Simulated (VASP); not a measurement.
# CaB6 (P-1) in VASP: single point with PBE

Aim: the single point of CaB6 with PBE.

Program: VASP 6.6.1. These are calculated values, not measurements. Logs are shortened: lines on timing, memory, paths and dates and some standing lists are left out, and cuts for length are marked.

## Step 1: The cell of the first run

The typed cell holds 7 atoms: a = 4.372 Å, b = 4.383 Å, c = 4.830 Å, α = 82.40°, β = 83.51°, γ = 78.71°.

The cell was generated, and may not be a known phase.

## Step 2: Single point, PBE

INCAR

```
PREC     = Accurate       # precision mode
ENCUT    = 520            # plane-wave cutoff, eV
EDIFF    = 1E-6           # SCF threshold, eV
ISMEAR   = 0              # smearing method
SIGMA    = 0.1            # smearing width, eV
LREAL    = False          # projectors in reciprocal space
LASPH    = True           # aspherical terms in the spheres
NELM     = 60             # most SCF steps
ALGO     = Normal         # electronic algorithm
ISIF     = 2              # what is computed and relaxed
LWAVE    = False          # write WAVECAR
LCHARG   = True           # write CHGCAR
GGA      = PE             # functional
LELF     = True           # ELF
LVHAR    = True         
NBANDS   = 23             # bands
```

KPOINTS

```
regular mesh
0
Gamma
  10 10 8
```

POSCAR

```
CaB6
1.0
    4.3716614235      0.0081312230      0.0676470592
    0.8531695379      4.2943646136     -0.1943044506
    0.4710407244      0.7730293502      4.7441498417
Ca B
1 6
Direct
    0.0000000000      0.0000000000      0.5000000000
    0.6114819629      0.6099666856      0.7254601775
    0.6151807915      0.6159891532      0.3906148142
    0.3885180371      0.3900333144      0.2745398225
    0.6163865395      0.6158533046      0.0575561544
    0.3836134605      0.3841466954      0.9424438456
    0.3848192085      0.3840108468      0.6093851858
```

Potentials or basis: VASP PAW PBE potentials, release 64 (Ca_sv, B).

On the command line:

```console
cat potpaw_PBE.64/Ca_sv/POTCAR potpaw_PBE.64/B/POTCAR > POTCAR
mpirun -np 1 vasp_std > vasp.out
```

OUTCAR:

```text
PREC = Accurate
   ENCUT = 520
   EDIFF = 1E-6
   ISMEAR = 0
   LREAL = False
   LASPH = True
   NELM = 60
   ISIF = 2
   GGA = PE

 ion  position               nearest neighbor table
   1  0.000  0.000  0.500-
   2  0.611  0.610  0.725-   5 1.61   3 1.61   7 1.71   6 1.72
   3  0.615  0.616  0.391-   5 1.61   2 1.61   4 1.71   7 1.74
   4  0.389  0.390  0.275-   6 1.61   7 1.61   3 1.71   5 1.72
   5  0.616  0.616  0.058-   3 1.61   2 1.61   4 1.72   6 1.75
   6  0.384  0.384  0.942-   7 1.61   4 1.61   2 1.72   5 1.75
   7  0.385  0.384  0.609-   6 1.61   4 1.61   2 1.71   3 1.74

  LATTYP: Found a triclinic cell.
 ALAT       =     4.3721923383
 B/A-ratio  =     1.2697507278
 C/A-ratio  =     1.7535456553
 COS(alpha) =     0.0075685126
 COS(beta)  =     0.6109969610
 COS(gamma) =     0.6329976514

  Lattice vectors:

 A1 = (   4.3716614235,   0.0081312230,   0.0676470592)
 A2 = (   3.5184918856,  -4.2862333906,   0.2619515098)
 A3 = (   4.7537902370,   3.5294664864,  -4.8708072331)

Analysis of symmetry for initial positions (statically):
=====================================================================
 Subroutine PRICEL returns:
 Original cell was already a primitive cell.

 Routine SETGRP: Setting up the symmetry group for a
 triclinic supercell.

 Subroutine GETGRP returns: Found  2 space group operations
 (whereof  2 operations were pure point group operations)
 out of a pool of  2 trial point group operations.

The static configuration has the point symmetry S_2 .

Analysis of symmetry for dynamics (positions and initial velocities):
=====================================================================
 Subroutine PRICEL returns:
 Original cell was already a primitive cell.

 Routine SETGRP: Setting up the symmetry group for a
 triclinic supercell.

 Subroutine GETGRP returns: Found  2 space group operations
 (whereof  2 operations were pure point group operations)
 out of a pool of  2 trial point group operations.

The dynamic configuration has the point symmetry S_2 .

 Subroutine INISYM returns: Found  2 space group operations
 (whereof  2 operations are pure point group operations),
 and found     1 'primitive' translations

----------------------------------------------------------------------------------------

                                     Primitive cell

  volume of cell :      89.5951

  direct lattice vectors                    reciprocal lattice vectors
     4.371661423  0.008131223  0.067647059     0.229067368 -0.046197724 -0.015216185
     0.853169538  4.294364614 -0.194304451     0.000153105  0.231128196 -0.037676086
     0.471040724  0.773029350  4.744149842    -0.003260012  0.010124971  0.209459805

  length of vectors
     4.372192338  4.382604239  4.829742380     0.234174339  0.234178893  0.209729713

  position of ions in fractional coordinates (direct lattice)
     0.000000000  0.000000000  0.500000000
     0.611481963  0.609966686  0.725460177
     0.615180792  0.615989153  0.390614814
     0.388518037  0.390033314  0.274539823
     0.616386539  0.615853305  0.057556154
     0.383613461  0.384146695  0.942443846
     0.384819208  0.384010847  0.609385186

  ion indices of the primitive-cell ions
   primitive index   ion index
                 1           1
                 2           2
                 3           3
                 4           4
                 5           5
                 6           6
                 7           7

----------------------------------------------------------------------------------------

 KPOINTS: regular mesh

Automatic generation of k-mesh.
 Grid dimensions read from file:
 generate k-points for:   10   10    8

 Generating k-lattice:

  Cartesian coordinates                     Fractional coordinates (reciprocal lattice)
     0.022906737 -0.004619772 -0.001521619     0.100000000  0.000000000  0.000000000
     0.000015310  0.023112820 -0.003767609     0.000000000  0.100000000  0.000000000
    -0.000407501  0.001265621  0.026182476     0.000000000  0.000000000  0.125000000

  Length of vectors
     0.023417434  0.023417889  0.026216214

  Shift w.r.t. Gamma in fractional coordinates (k-lattice)
     0.000000000  0.000000000  0.000000000

 Subroutine IBZKPT returns following result:
 ===========================================

 Found    404 irreducible k-points:

 Following reciprocal coordinates:
            Coordinates               Weight
  0.000000  0.000000  0.000000      1.000000
  0.100000 -0.000000  0.000000      2.000000
  0.200000 -0.000000  0.000000      2.000000
  0.300000 -0.000000  0.000000      2.000000
  0.400000  0.000000  0.000000      2.000000
  0.500000 -0.000000  0.000000      1.000000
[... 16 lines left out ...]
 -0.400000  0.200000 -0.000000      2.000000
 -0.300000  0.200000  0.000000      2.000000
 [... further k-points ...]
   k-points           NKPTS =    404   k-points in BZ     NKDIM =    404   number of bands    NBANDS=     23
   number of dos      NEDOS =    301   number of ions     NIONS =      7
   total plane-waves  NPLWV =  46656
   dimension x,y,z NGX =    36 NGY =   36 NGZ =   36
   dimension x,y,z NGXF=    72 NGYF=   72 NGZF=   72
   ions per type =               1   6
   NGX,Y,Z   is equivalent  to a cutoff of  13.69, 13.66, 12.39 a.u.
   NGXF,Y,Z  is equivalent  to a cutoff of  27.38, 27.31, 24.78 a.u.
 SYSTEM =  unknown system
   PREC   = accura    normal or accurate (medium, high low for compatibility)
   ISTART =      0    job   : 0-new  1-cont  2-samecut
   ICHARG =      2    charge: 1-file 2-atom 10-const
   ISPIN  =      1    spin polarized calculation?
   LNONCOLLINEAR =      F non collinear calculations
   LSORBIT =      F    spin-orbit coupling
   LASPH  =      T    aspherical Exc in radial PAW
   ENCUT  =  520.0 eV  38.22 Ry    6.18 a.u.   8.13  8.15  8.98*2*pi/ulx,y,z
   NELM   =     60;   NELMIN=  2; NELMDL= -5     # of ELM steps
   EDIFF  = 0.1E-05   stopping-criterion for ELM
   LREAL  =      F    real-space projection
   EDIFFG = 0.1E-04   stopping-criterion for IOM
   NSW    =      0    number of steps for IOM
   IBRION =     -1    ionic relax: 0-MD 1-quasi-New 2-CG
   NFREE  =      0    steps in history (QN), initial steepest desc. (CG)
   ISIF   =      2    stress and relaxation
   ISYM   =      2    0-nonsym 1-usesym 2-fastsym
   POTIM  = 0.5000    time-step for ionic-motion
   TEBEG  =    0.0;   TEEND  =   0.0 temperature during run
   PSTRESS=    0.0 pullay stress
   NELECT =      28.0000    total number of electrons
   NUPDOWN=      -1.0000    fix difference up-down
   EMIN   =  10.00;   EMAX   =-10.00  energy-range for DOS
   EFERMI =   0.00;   METHOD = LEGACY
   ISMEAR =     0;   SIGMA  =   0.10  broadening in eV -4-tet -1-fermi 0-gaus
   EFERMI_NEDOS =   21; number of points for ismear=-14 and -15
   IALGO  =     38    algorithm
   IMIX   =      4    mixing-type and parameters
     AMIX     =   0.40;   BMIX     =  1.00
     AMIX_MAG =   1.60;   BMIX_MAG =  1.00
  volume/ion in A,a.u.               =      12.80        86.37
  Fermi-wavevector in a.u.,A,eV,Ry     =   1.110963  2.099415 16.792826  1.234238
  Thomas-Fermi vector in A             =   2.247520
   LORBIT       =      0    0 simple, 1 ext, 2 COOP (PROOUT), +10 PAW based schemes
   GGA     = PE    functional components
   LHFCALC =     F    Hartree Fock is set to
   AEXX    =    0.0000 exact exchange contribution
   IVDW    =     0    specifies the selected vdW correction
   LEPSILON=     F    determine dielectric tensor
   LRPA    =     F    only Hartree local field effects (RPA)
 non-spin polarized calculation
 Gauss-broadening in eV      SIGMA  =   0.10
  energy-cutoff  :      520.00
  volume of cell :       89.60
 maximum number of plane-waves:      2434
 NGX is ok and might be reduce to    36
   NGX = 17   NGY = 17   NGZ = 17

 number of electron      27.9999997 magnetization

 Free energy of the ion-electron system (eV)
  ---------------------------------------------------
  ext. energy  EPLUGINS =         0.00000000
  ---------------------------------------------------
  free energy    TOTEN  =       -41.34977077 eV

  energy without entropy =      -41.34438758  energy(sigma->0) =      -41.34707917

 E-fermi :   3.5806     XC(G=0):  -9.4648

 val. band max:        3.5709324080   @ k =  -0.1000   0.1000   0.1250
 cond. band min:       3.5825467558   @ k =   0.0000  -0.3000   0.2500
 fundamental gap:      0.0116143478
 Fermi energy:         3.5806064532

 k-point     1 :       0.0000    0.0000    0.0000
  band No.  band energies     occupation
      1     -37.6729      2.00000
      2     -18.7771      2.00000
      3     -18.7034      2.00000
      4     -18.6280      2.00000
      5     -10.6900      2.00000
      6      -6.4448      2.00000
[... 15 lines left out ...]
     22       8.4205      0.00000
     23       8.7195      0.00000

 k-point     2 :       0.1000   -0.0000    0.0000
  band No.  band energies     occupation
      1     -37.6728      2.00000
      2     -18.7768      2.00000
      3     -18.7056      2.00000
      4     -18.6301      2.00000
      5     -10.6666      2.00000
      6      -6.4360      2.00000
[... 15 lines left out ...]
     22       8.5047      0.00000
     23       8.6563      0.00000

 k-point     3 :       0.2000   -0.0000    0.0000
  band No.  band energies     occupation
      1     -37.6724      2.00000
      2     -18.7759      2.00000
      3     -18.7119      2.00000
      4     -18.6348      2.00000
      5     -10.6037      2.00000
      6      -6.4102      2.00000
[... 15 lines left out ...]
     22       8.1708      0.00000
     23       8.9610      0.00000
[... 495 lines left out ...]
 k-point    23 :      -0.4000    0.2000   -0.0000
  band No.  band energies     occupation
      1     -37.6712      2.00000
      2     -18.7732      2.00000
      3     -18.7298      2.00000
      4     -18.6523      2.00000
      5     -10.4098      2.00000
      6      -6.2930      2.00000
[... 15 lines left out ...]
     22       8.8050      0.00000
     23       9.1039      0.00000

 k-point    24 :      -0.3000    0.2000    0.0000
  band No.  band energies     occupation
      1     -37.6716      2.00000
      2     -18.7739      2.00000
      3     -18.7261      2.00000
      4     -18.6484      2.00000
      5     -10.4498      2.00000
      6      -6.3051      2.00000
[... 15 lines left out ...]
     22       9.0051      0.00000
     23       9.4140      0.00000

 [... further k-points ...]
[... 5 lines left out ...]
  --------------------------------------------------------------------------------------
  -------------------------------------------------------------------------------------
  Total        0.0677461      0.0494325      0.0288093      0.0406212     -0.0155544     -0.0056505
  in kB        1.2114645      0.8839734      0.5151807      0.7264060     -0.2781509     -0.1010439
  external PRESSURE =       0.8702062 kB  Pullay stress =       0.0000000 kB

 VOLUME and BASIS-vectors are now :
 -----------------------------------------------------------------------------
  energy-cutoff  :      520.00
  volume of cell :       89.60
      direct lattice vectors                 reciprocal lattice vectors
     4.371661423  0.008131223  0.067647059     0.229067368 -0.046197724 -0.015216185
     0.853169538  4.294364614 -0.194304451     0.000153105  0.231128196 -0.037676086
     0.471040724  0.773029350  4.744149842    -0.003260012  0.010124971  0.209459805

 POSITION                                       TOTAL-FORCE (eV/Angst)
 -----------------------------------------------------------------------------------
      0.23552      0.38651      2.37207         0.000000      0.000000      0.000000
      3.53532      3.18519      3.36454         0.003496      0.005166      0.002529
      3.39890      2.95224      1.77506         0.004660      0.001912     -0.001269
      2.16055      1.89033      1.25295        -0.003496     -0.005166     -0.002529
      3.24717      2.69420      0.19509         0.006128      0.008826     -0.004501
      2.44870      2.38132      4.42240        -0.006128     -0.008826      0.004501
      2.29697      2.12328      2.84243        -0.004660     -0.001912      0.001269
 -----------------------------------------------------------------------------------
    total drift:                                0.000000     -0.000000      0.000000

  FREE ENERGIE OF THE ION-ELECTRON SYSTEM (eV)
  ---------------------------------------------------
  free  energy   TOTEN  =       -41.3497707706 eV

  energy  without entropy=      -41.3443875785  energy(sigma->0) =      -41.34707917
```

It took 15 min on 1 thread of Intel Xeon 8259CL, shared host; peak memory 0.73 GiB.

What came out:

| Property | Result |
| --- | --- |
| Free energy | -41.3498 eV |
| Pressure | 0.1 GPa |
| Largest force | 0.012 eV/Å |
| Band gap on the k mesh | zero (bands 14 and 15 overlap by 2.24 eV) |

Forces on the atoms (eV/Å):
```
Ca   0.000  0.000  0.000
B    0.003  0.005  0.003
B    0.005  0.002 -0.001
B   -0.003 -0.005 -0.003
B    0.006  0.009 -0.005
B   -0.006 -0.009  0.005
B   -0.005 -0.002  0.001
```

Stress tensor (GPa, compression positive):
```
 0.12  0.07 -0.01
 0.07  0.09 -0.03
-0.01 -0.03  0.05
```
